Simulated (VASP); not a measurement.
Write the native input for VASP 6.6.1 that does the following.

```
Task                   : single point
Functional             : PBE
Potentials or basis    : VASP PAW PBE potentials, release 64 (In_d, Sb)
Cutoff                 : 520 eV
k mesh                 : 6 × 6 × 11
Occupations            : fermi-dirac, width 0.08 eV
Spin                   : no spin polarisation
Dipole correction      : no
Further INCAR settings : ALGO = Normal; EDIFF = 1e-06; NBANDS = 26
```

The structure of InSb lies in POSCAR:

```
InSb
1.0
    5.3570000000      0.0000000000      0.0000000000
    0.0000000000      5.7120000000      0.0000000000
    0.0000000000      0.0000000000      3.1548900000
In Sb
2 2
Direct
    0.0000000000      0.0000000000      0.0000000000
    0.5000000000      0.5000000000      0.0000000000
    0.5000000000      0.0000000000      0.8350000000
    0.0000000000      0.5000000000      0.1650000000
```

This cell differs from its parent crystal: zz strain of +3 %.

The input as run:

INCAR

```
SYSTEM = InSb
  PREC = Accurate
  ENCUT = 520
  EDIFF = 1E-6
  ISMEAR = -1
  SIGMA = 0.08
  LREAL = .False.
  LASPH = .True.
  NELM = 60
  ALGO = Normal
  ISIF = 2
  LWAVE = .False.
  LCHARG = .False.
  GGA = PE
  NBANDS = 26
```

KPOINTS

```
Automatic mesh
0
Gamma
  6 6 11
  0 0 0
```

Potentials or basis: VASP PAW PBE potentials, release 64 (In_d, Sb).

Run with:

```console
$ cat potpaw_PBE.64/In_d/POTCAR potpaw_PBE.64/Sb/POTCAR > POTCAR
$ mpirun -np 1 vasp_std > vasp.out
```

Results of the run:

```yaml
Pressure: 15.2 GPa
Largest_force: 0.820 eV/Å
Band_gap_on_the_k_mesh: zero (bands 18 and 19 overlap by 3.40 eV)
```

Caveat: the cell differs from its parent crystal (zz strain of +3 %); the stress differs along the axes, from 5 to 28 GPa; spin-orbit coupling is left out, which moves the levels of the heavy elements.

It took 81 s on 1 thread of AMD EPYC 9R45 96-Core Processor (Zen 5), with other jobs on the host, peak memory 0.31 GiB.
